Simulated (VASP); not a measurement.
# Ta8HF in VASP: further runs

The runs below take Ta8HF through single point, with PBE+D3(BJ).

Program: VASP 6.6.1. These are calculated values, not measurements. Logs are shortened: lines on timing, memory, paths and dates and some standing lists are left out, and cuts for length are marked.

## Step 1: The cell of the first run

The cell holds a slab with vacuum, 10 atoms: a = 4.646 Å, b = 4.646 Å, c = 26.188 Å, α = 90.00°, β = 90.00°, γ = 120.00°.

## Step 2: Single point, PBE+D3(BJ)

Contents of INCAR:

```
SYSTEM = Ta8HF
ALGO = Normal
DIPOL = 0.5 0.5 0.486
EDIFF = 1E-7
ENCUT = 520
GGA = PE
IDIPOL = 3
ISIF = 2
ISMEAR = 0
IVDW = 12
LASPH = .True.
LCHARG = .False.
LDIPOL = .True.
LREAL = .False.
LWAVE = .False.
NBANDS = 59
NELM = 80
PREC = Accurate
SIGMA = 0.1
```

Contents of KPOINTS:

```
k-points
0
Gamma
  6 6 1
  0 0 0
```

Contents of POSCAR:

```
Ta8HF
1.0
    4.6456161666      0.0000000000      0.0000000000
   -2.3228080833      4.0232216165      0.0000000000
    0.0000000000      0.0000000000     26.1879770036
Ta F H
8 1 1
Direct
    0.6666666667      0.3333333333      0.3245764267
    0.3333333333      0.6666666667      0.3607870294
    0.0000000000      0.0000000000      0.3969976320
    0.6666666667      0.3333333333      0.4332082346
    0.3350612780      0.6679206195      0.4665368242
    0.0026894885      0.0035446296      0.5090621400
    0.6654843778      0.3357102505      0.5396886749
    0.3249532724      0.6662431666      0.5691476482
    0.2096674665      0.8812089383      0.6420030646
    0.1903574381      1.0265830212      0.6143443008
```

Potentials or basis: VASP PAW PBE potentials, release 64 (Ta_pv, F, H).

Command:

```sh
cat potpaw_PBE.64/Ta_pv/POTCAR potpaw_PBE.64/F/POTCAR potpaw_PBE.64/H/POTCAR > POTCAR
mpirun -np 1 vasp_std > vasp.out
```

OUTCAR:

```text
SYSTEM = Ta8HF
   EDIFF = 1E-7
   ENCUT = 520
   GGA = PE
   ISIF = 2
   ISMEAR = 0
   IVDW = 12
   LASPH = .True.
   LREAL = .False.
   NELM = 80
   PREC = Accurate
 IVDW          = 12

 ion  position               nearest neighbor table
   1  0.667  0.333  0.325-   4 2.84   2 2.84   2 2.84   2 2.84   3 3.28   3 3.28   3 3.28
   2  0.333  0.667  0.361-   5 2.77   3 2.84   3 2.84   3 2.84   1 2.84   1 2.84   1 2.84   4 3.28
                             4 3.28   4 3.28
   3  0.000  0.000  0.397-   2 2.84   4 2.84   2 2.84   4 2.84   4 2.84   2 2.84   6 2.93   5 3.24
                             5 3.24   5 3.25   1 3.28   1 3.28   1 3.28
   4  0.667  0.333  0.433-   7 2.79   5 2.82   5 2.82   5 2.83   3 2.84   3 2.84   3 2.84   1 2.84
                             2 3.28   2 3.28   2 3.28   6 3.33   6 3.33   6 3.35
   5  0.335  0.668  0.467-   8 2.69   2 2.77   4 2.82   4 2.82   4 2.83   6 2.90   6 2.91   6 2.91
                             3 3.24   3 3.24   3 3.25   7 3.28   7 3.30   7 3.31
   6  0.003  0.004  0.509-   7 2.78   7 2.80   7 2.81   5 2.90   5 2.91   5 2.91   3 2.93   8 3.09
                             8 3.10   8 3.15   4 3.33   4 3.33   4 3.35
   7  0.665  0.336  0.540-   8 2.76   6 2.78   4 2.79   8 2.80   6 2.80   8 2.81   6 2.81   5 3.28
                             5 3.30   5 3.31
   8  0.325  0.666  0.569-   9 2.34   5 2.69   7 2.76   7 2.80   7 2.81   6 3.09   6 3.10   6 3.15

   9  0.210  0.881  0.642-  10 1.02   8 2.34
  10  0.190  0.027  0.614-   9 1.02

  LATTYP: Found a hexagonal cell.
 ALAT       =     4.6456161666
 C/A-ratio  =     5.6371374785

  Lattice vectors:

 A1 = (   4.6456161666,   0.0000000000,   0.0000000000)
 A2 = (  -2.3228080833,   4.0232216165,   0.0000000000)
 A3 = (   0.0000000000,   0.0000000000,  26.1879770036)

Analysis of symmetry for initial positions (statically):
=====================================================================
 Subroutine PRICEL returns:
 Original cell was already a primitive cell.

 Routine SETGRP: Setting up the symmetry group for a
 hexagonal supercell.

 Subroutine GETGRP returns: Found  1 space group operations
 (whereof  1 operations were pure point group operations)
 out of a pool of 24 trial point group operations.

The static configuration has the point symmetry C_1 .

Analysis of symmetry for dynamics (positions and initial velocities):
=====================================================================
 Subroutine PRICEL returns:
 Original cell was already a primitive cell.

 Routine SETGRP: Setting up the symmetry group for a
 hexagonal supercell.

 Subroutine GETGRP returns: Found  1 space group operations
 (whereof  1 operations were pure point group operations)
 out of a pool of 24 trial point group operations.

The dynamic configuration has the point symmetry C_1 .

 Subroutine INISYM returns: Found  1 space group operations
 (whereof  1 operations are pure point group operations),
 and found     1 'primitive' translations

----------------------------------------------------------------------------------------

                                     Primitive cell

  volume of cell :     489.4623

  direct lattice vectors                    reciprocal lattice vectors
     4.645616167  0.000000000  0.000000000     0.215256699  0.124278513  0.000000000
    -2.322808083  4.023221616  0.000000000     0.000000000  0.248557026  0.000000000
     0.000000000  0.000000000 26.187977004     0.000000000  0.000000000  0.038185462

  length of vectors
     4.645616167  4.645616167 26.187977004     0.248557026  0.248557026  0.038185462

  position of ions in fractional coordinates (direct lattice)
     0.666666667  0.333333333  0.324576427
     0.333333333  0.666666667  0.360787029
     0.000000000  0.000000000  0.396997632
     0.666666667  0.333333333  0.433208235
     0.335061278  0.667920620  0.466536824
     0.002689489  0.003544630  0.509062140
     0.665484378  0.335710250  0.539688675
     0.324953272  0.666243167  0.569147648
     0.209667467  0.881208938  0.642003065
     0.190357438  0.026583021  0.614344301

  ion indices of the primitive-cell ions
   primitive index   ion index
                 1           1
                 2           2
                 3           3
                 4           4
                 5           5
                 6           6
                 7           7
                 8           8
                 9           9
                10          10

----------------------------------------------------------------------------------------

 KPOINTS: k-points

Automatic generation of k-mesh.
 Grid dimensions read from file:
 generate k-points for:    6    6    1

 Generating k-lattice:

  Cartesian coordinates                     Fractional coordinates (reciprocal lattice)
     0.035876116  0.020713086  0.000000000     0.166666667  0.000000000  0.000000000
     0.000000000  0.041426171  0.000000000     0.000000000  0.166666667  0.000000000
     0.000000000  0.000000000  0.038185462     0.000000000  0.000000000  1.000000000

  Length of vectors
     0.041426171  0.041426171  0.038185462

  Shift w.r.t. Gamma in fractional coordinates (k-lattice)
     0.000000000  0.000000000  0.000000000

 Subroutine IBZKPT returns following result:
 ===========================================

 Found     20 irreducible k-points:

 Following reciprocal coordinates:
            Coordinates               Weight
  0.000000  0.000000  0.000000      1.000000
  0.166667  0.000000  0.000000      2.000000
  0.000000  0.166667  0.000000      2.000000
 -0.166667  0.166667  0.000000      2.000000
  0.333333  0.000000  0.000000      2.000000
  0.000000  0.333333  0.000000      2.000000
[... 12 lines left out ...]
  0.500000 -0.166667  0.000000      2.000000
  0.333333  0.333333  0.000000      2.000000
   k-points           NKPTS =     20   k-points in BZ     NKDIM =     20   number of bands    NBANDS=     59
   number of dos      NEDOS =    301   number of ions     NIONS =     10
   total plane-waves  NPLWV = 254016
   dimension x,y,z NGX =    36 NGY =   36 NGZ =  196
   dimension x,y,z NGXF=    72 NGYF=   72 NGZF=  392
   ions per type =               8   1   1
   NGX,Y,Z   is equivalent  to a cutoff of  12.88, 12.88, 12.44 a.u.
   NGXF,Y,Z  is equivalent  to a cutoff of  25.77, 25.77, 24.88 a.u.
 SYSTEM =  Ta8HF
   PREC   = accura    normal or accurate (medium, high low for compatibility)
   ISTART =      0    job   : 0-new  1-cont  2-samecut
   ICHARG =      2    charge: 1-file 2-atom 10-const
   ISPIN  =      1    spin polarized calculation?
   LNONCOLLINEAR =      F non collinear calculations
   LSORBIT =      F    spin-orbit coupling
   LASPH  =      T    aspherical Exc in radial PAW
   ENCUT  =  520.0 eV  38.22 Ry    6.18 a.u.   8.64  8.64 48.69*2*pi/ulx,y,z
   NELM   =     80;   NELMIN=  2; NELMDL= -5     # of ELM steps
   EDIFF  = 0.1E-06   stopping-criterion for ELM
   LREAL  =      F    real-space projection
   EDIFFG = 0.1E-05   stopping-criterion for IOM
   NSW    =      0    number of steps for IOM
   IBRION =     -1    ionic relax: 0-MD 1-quasi-New 2-CG
   NFREE  =      0    steps in history (QN), initial steepest desc. (CG)
   ISIF   =      2    stress and relaxation
   ISYM   =      2    0-nonsym 1-usesym 2-fastsym
   POTIM  = 0.5000    time-step for ionic-motion
   TEBEG  =    0.0;   TEEND  =   0.0 temperature during run
   PSTRESS=    0.0 pullay stress
   NELECT =      96.0000    total number of electrons
   NUPDOWN=      -1.0000    fix difference up-down
   EMIN   =  10.00;   EMAX   =-10.00  energy-range for DOS
   EFERMI =   0.00;   METHOD = LEGACY
   ISMEAR =     0;   SIGMA  =   0.10  broadening in eV -4-tet -1-fermi 0-gaus
   EFERMI_NEDOS =   21; number of points for ismear=-14 and -15
   IALGO  =     38    algorithm
   IMIX   =      4    mixing-type and parameters
     AMIX     =   0.40;   BMIX     =  1.00
     AMIX_MAG =   1.60;   BMIX_MAG =  1.00
  volume/ion in A,a.u.               =      48.95       330.31
  Fermi-wavevector in a.u.,A,eV,Ry     =   0.951172  1.797454 12.309561  0.904727
  Thomas-Fermi vector in A             =   2.079617
   LORBIT       =      0    0 simple, 1 ext, 2 COOP (PROOUT), +10 PAW based schemes
   GGA     = PE    functional components
   LHFCALC =     F    Hartree Fock is set to
   AEXX    =    0.0000 exact exchange contribution
   IVDW    =    12    specifies the selected vdW correction
   LEPSILON=     F    determine dielectric tensor
   LRPA    =     F    only Hartree local field effects (RPA)
 non-spin polarized calculation
 Gauss-broadening in eV      SIGMA  =   0.10
  energy-cutoff  :      520.00
  volume of cell :      489.46
 maximum number of plane-waves:     13227
 NGX is ok and might be reduce to    36
   NGX = 17   NGY = 17   NGZ = 97

 dipolmoment           0.000000      0.000000     -0.044557 electrons x Angstroem

 number of electron      96.0000010 magnetization

 dipolmoment           0.000000      0.000000      0.112397 electrons x Angstroem

 Free energy of the ion-electron system (eV)
  ---------------------------------------------------
  ext. energy  EPLUGINS =         0.00000000
  ---------------------------------------------------
  free energy    TOTEN  =       -96.15047885 eV

  energy without entropy =      -96.10608627  energy(sigma->0) =      -96.12828256

 E-fermi :  -0.8861     XC(G=0):  -4.7962

 val. band max:       -0.9027327888   @ k =  -0.1667   0.3333   0.0000
 cond. band min:      -0.8772622354   @ k =   0.3333   0.3333   0.0000
 fundamental gap:      0.0254705534
 Fermi energy:        -0.8860945771

 k-point     1 :       0.0000    0.0000    0.0000
  band No.  band energies     occupation
      1     -35.5129      2.00000
      2     -35.4512      2.00000
      3     -35.2979      2.00000
      4     -35.2963      2.00000
      5     -35.2269      2.00000
      6     -35.2138      2.00000
[... 1229 lines left out ...]
     58       1.5632      0.00000
     59       1.6394      0.00000

------------------------ aborting loop because EDIFF is reached ----------------------------------------

 vacuum level on the upper side and lower side of the slab       (xc-potential included)         0.444        -0.617

 Edisp (eV)   -3.69171

 E8    (eV) :    -1.9793

  FORCE on cell =-STRESS in cart. coord.  units (eV):
  Direction    XX          YY          ZZ          XY          YZ          ZX
  --------------------------------------------------------------------------------------
  -------------------------------------------------------------------------------------
  Total      -6.05582    -5.88255    -3.76404    -0.00460    -0.03954     0.12885
  in kB     -19.82277   -19.25559   -12.32100    -0.01506    -0.12942     0.42176
  external pressure =      -17.13 kB  Pullay stress =        0.00 kB

 VOLUME and BASIS-vectors are now :
 -----------------------------------------------------------------------------
  energy-cutoff  :      520.00
  volume of cell :      489.46
      direct lattice vectors                 reciprocal lattice vectors
     4.645616167  0.000000000  0.000000000     0.215256699  0.124278513  0.000000000
    -2.322808083  4.023221616  0.000000000     0.000000000  0.248557026  0.000000000
     0.000000000  0.000000000 26.187977004     0.000000000  0.000000000  0.038185462

 POSITION                                       TOTAL-FORCE (eV/Angst)
 -----------------------------------------------------------------------------------
      2.32281      1.34107      8.50000        -0.007043      0.000174      1.810230
     -0.00000      2.68215      9.44828        -0.030999      0.007201     -0.188269
      0.00000      0.00000     10.39656        -0.004944     -0.042978     -1.057518
      2.32281      1.34107     11.34485         0.043116      0.038591     -0.581620
      0.00511      2.68719     12.21766        -0.001479     -0.002212      0.002606
      0.00426      0.01426     13.33131        -0.003358      0.001641      0.000313
      2.31179      1.35064     14.13335        -0.001934     -0.000068      0.008742
     -0.03795      2.68044     14.90483         0.019992     -0.015327      0.000308
     -1.07284      3.54530     16.81276         0.070892     -0.101707      0.131601
      0.82258      0.10695     16.08843        -0.084242      0.114685     -0.126393
 -----------------------------------------------------------------------------------
    total drift:                               -0.000008      0.000576     -0.001121

  FREE ENERGIE OF THE ION-ELECTRON SYSTEM (eV)
  ---------------------------------------------------
  free  energy   TOTEN  =       -99.8421880627 eV

  energy  without entropy=      -99.7977954796  energy(sigma->0) =      -99.81999177

 vacuum level on the upper side and lower side of the slab         3.563         2.477
```

Run time: 18 min. Hardware: 1 thread of AMD EPYC 9R14 (Zen 4), shared host; peak memory 0.8 GiB.

Results:

| Item | Value |
| --- | --- |
| Free energy | -99.8422 eV |
| Largest force | 1.810 eV/Å |
| Band gap on the k mesh | zero (bands 48 and 49 overlap by 0.42 eV) |
| Dispersion energy per atom | -0.369 eV |

Forces on the atoms (eV/Å):
```
Ta  -0.007  0.000  1.810
Ta  -0.031  0.007 -0.188
Ta  -0.005 -0.043 -1.058
Ta   0.043  0.039 -0.582
Ta  -0.001 -0.002  0.003
Ta  -0.003  0.002  0.000
Ta  -0.002  0.000  0.009
Ta   0.020 -0.015  0.000
F    0.071 -0.102  0.132
H   -0.084  0.115 -0.126
```

Levels at points of the mesh, in eV from the Fermi level:
| k point | band 44 | band 45 | band 46 | band 47 | band 48 | band 49 | band 50 | band 51 | band 52 | band 53 |
| --- | --- | --- | --- | --- | --- | --- | --- | --- | --- | --- |
| (0.00, 0.00, 0.00) | -0.95 | -0.66 | -0.63 | -0.27 | -0.26 | -0.14 | 0.28 | 0.35 | 0.35 | 0.79 |
| (0.50, 0.00, 0.00) | -0.87 | -0.72 | -0.60 | -0.50 | -0.33 | -0.24 | 0.45 | 0.71 | 0.84 | 1.24 |
| (0.00, 0.50, 0.00) | -0.88 | -0.73 | -0.61 | -0.53 | -0.33 | -0.31 | 0.42 | 0.69 | 0.80 | 1.21 |
| (0.50, 0.50, 0.00) | -0.89 | -0.73 | -0.54 | -0.47 | -0.35 | -0.31 | 0.36 | 0.67 | 0.85 | 1.16 |

Caveat: spin-orbit coupling is left out, which moves the levels of the heavy elements.

## Step 3: Single point, PBE+D3(BJ)

Contents of INCAR:

```
SYSTEM = Ta8HF
ALGO = Normal
DIPOL = 0.5 0.5 0.486
EDIFF = 1E-7
ENCUT = 520
GGA = PE
IDIPOL = 3
ISIF = 2
ISMEAR = 0
IVDW = 12
LASPH = .TRUE.
LCHARG = .TRUE.
LDIPOL = .TRUE.
LELF = .TRUE.
LREAL = .FALSE.
LVACPOTAV = .TRUE.
LVHAR = .TRUE.
LWAVE = .FALSE.
NBANDS = 59
NELM = 100
PREC = Accurate
SIGMA = 0.1
```

Contents of KPOINTS:

```
k-points
0
G
  6 6 1
  0 0 0
```

Contents of POSCAR:

```
Ta8HF
1.0
    4.6456161666      0.0000000000      0.0000000000
   -2.3228080833      4.0232216165      0.0000000000
    0.0000000000      0.0000000000     26.1879770036
Ta F H
8 1 1
Direct
    0.6666666667      0.3333333333      0.3245764267
    0.3333333333      0.6666666667      0.3607870294
    0.0000000000      0.0000000000      0.3969976320
    0.6666666667      0.3333333333      0.4332082346
    0.3321211344      0.6670756345      0.4665374378
   -0.0031364708     -0.0011025754      0.5090551423
    0.6648518975      0.3299151483      0.5397094791
    0.3341249771      0.6592048525      0.5690900012
    1.1206946219      0.3306714682      0.6421694788
    0.9764018459      0.1655481856      0.6144961743
```

Potentials or basis: VASP PAW PBE potentials, release 64 (Ta_pv, F, H).

Command:

```sh
cat potpaw_PBE.64/Ta_pv/POTCAR potpaw_PBE.64/F/POTCAR potpaw_PBE.64/H/POTCAR > POTCAR
mpirun -np 1 vasp_std > vasp.out
```

It took 20 min on 1 thread of AMD EPYC 9R14 (Zen 4), shared host; peak memory 0.77 GiB.

Results (log left out):

```yaml
Free_energy: -99.8419 eV
Largest_force: 1.809 eV/Å
Band_gap_on_the_k_mesh: zero (bands 48 and 49 overlap by 0.42 eV)
Dispersion_energy_per_atom: -0.369 eV
```

Forces in eV/Å, atoms in the order of the input:
```
Ta   0.004 -0.005  1.809
Ta   0.007 -0.030 -0.186
Ta   0.039  0.017 -1.058
Ta  -0.049  0.015 -0.579
Ta   0.013  0.001 -0.009
Ta  -0.010  0.008  0.006
Ta  -0.008 -0.003  0.003
Ta   0.012  0.026  0.013
F    0.051  0.104  0.116
H   -0.058 -0.131 -0.116
```

Levels at points of the mesh, in eV from the Fermi level:
```csv
k point,band 45,band 46,band 47,band 48,band 49,band 50,band 51,band 52
"(0.00, 0.00, 0.00)",-0.66,-0.63,-0.27,-0.25,-0.14,0.28,0.35,0.35
"(0.50, 0.00, 0.00)",-0.73,-0.61,-0.53,-0.33,-0.31,0.42,0.69,0.80
"(0.00, 0.50, 0.00)",-0.73,-0.54,-0.47,-0.36,-0.31,0.36,0.67,0.85
"(0.50, 0.50, 0.00)",-0.72,-0.59,-0.50,-0.33,-0.24,0.45,0.71,0.84
```

Caveat: spin-orbit coupling is left out, which moves the levels of the heavy elements.
